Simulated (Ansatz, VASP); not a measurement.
## MgO in VASP and in Ansatz

```
Mg O
1.0
     3.30779    0.00000    0.00000
    -1.65389    2.86463    0.00000
     0.00000    0.00000    4.98288
Mg O
2 2
Direct
  0.66667 0.33333 0.50216
  0.33333 0.66667 0.00216
  0.66667 0.33333 0.90244
  0.33333 0.66667 0.40244
```

Alike in both runs: task single point; functional PBE-based screened hybrid; k mesh 5 × 5 × 3; occupations fermi-dirac, width 0.05 eV; no spin polarisation.

```csv
,VASP,Ansatz
version,VASP 6.6.1,Ansatz 0.2.0
potentials or method,"VASP PAW PBE potentials, release 64 (Mg, O)",Ansatz PAW
plane-wave cutoff (eV),520,420
valence electrons in the cell,16,32
```

VASP gave:

- gap on the k mesh at the Fermi level (eV): 5.40
- least direct gap on the mesh (eV): 5.40
- pressure (GPa): -0.8
- traceless stress, the component that is largest in VASP (GPa): 0.35
- rms of the force components (eV/Å): 0.019

Problem. Estimate Ansatz's values.

Solution. gap on the k mesh at the Fermi level (eV): 5.42; least direct gap on the mesh (eV): 5.42; pressure (GPa): -0.6; traceless stress, the component that is largest in VASP (GPa): 0.33; rms of the force components (eV/Å): 0.019.

VASP's potentials were made for PBE, not for PBE-based screened hybrid. Atom by atom the forces differ by 0.001 eV/Å (rms over components). With one functional, cell and mesh, what is left measures potentials, basis and numerics. VASP's potentials hold 16 valence electrons a cell and Ansatz's 32, so a difference there can come from the potentials and not from the codes.

The k mesh is coarse, so the values compare programs but aren't converged. Noted on Ansatz's run: odd divisions of the mesh miss points on the zone boundary, where band edges often lie, so the gap on the mesh can be too wide.
